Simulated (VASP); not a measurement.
Input of a VASP 6.6.1 run:

The input INCAR:

```
  PREC = Accurate
  ENCUT = 520
  EDIFF = 1E-7
  ISMEAR = 0
  SIGMA = 0.01
  LREAL = F
  LASPH = T
  NELM = 60
  ALGO = Normal
  ISIF = 2
  LWAVE = F
  LCHARG = F
  GGA = PS
  NBANDS = 22
```

File KPOINTS:

```
regular mesh
0
Gamma
  6 6 2
```

Contents of POSCAR:

```
NaI
1.0
    5.4164807906      0.0000000000      0.0000000000
   -2.7082403953      4.6908099638      0.0000000000
    0.0000000000      0.0000000000      6.4591768406
Na I
2 2
Direct
    0.3333333333      0.6666666667     -0.0625512453
    0.6666666667      0.3333333333      0.4374487547
    0.3333333333      0.6666666667      0.4375512453
    0.6666666667      0.3333333333      0.9375512453
```

Potentials or basis: VASP PAW PBE potentials, release 64 (Na_pv, I).

The run is started by

```bash
$ cat potpaw_PBE.64/Na_pv/POTCAR potpaw_PBE.64/I/POTCAR > POTCAR
$ mpirun -np 1 vasp_std > vasp.out
```

Predict the band gap on the k mesh.

3.47 eV.

Estimate the pressure.

-0.2 GPa.

Stress tensor (GPa, compression positive):
```
-0.15  0.00  0.00
 0.00 -0.15  0.00
 0.00  0.00 -0.31
```

Caveat: the k points lie up to 0.49 Å⁻¹ apart; the PAW data sets were made with another functional, which shifts forces and pressure a little; spin-orbit coupling is left out, which moves the levels of the heavy elements. A k mesh can miss the band edges.
